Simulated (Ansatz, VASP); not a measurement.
## SiC in VASP and in Ansatz

```
CELL_PARAMETERS angstrom
0.00000 2.17805 2.17805
2.17805 0.00000 2.17805
2.17805 2.17805 0.00000
ATOMIC_POSITIONS crystal
Si 0.00000 0.00000 0.00000
C 0.25000 0.25000 0.25000
```

Alike in both runs: task single point; functional LDA; k mesh 10 × 10 × 10; no spin polarisation.

```csv
,VASP,Ansatz
version,VASP 6.6.1,Ansatz 0.2.0
potentials or method,"VASP PAW LDA potentials, release 64 (Si, C)","plane waves, PAW"
plane-wave cutoff (eV),520,420
occupations,"gaussian, width 0.01 eV",fixed
valence electrons in the cell,8,8
```

|  | VASP | Ansatz | Ansatz less VASP |
| --- | --- | --- | --- |
| gap on the k mesh at the Fermi level (eV) | 1.30 | 1.32 | +0.013 |

LDA's correlation is that of Perdew and Zunger in VASP and of Perdew and Wang (1992) in Ansatz.
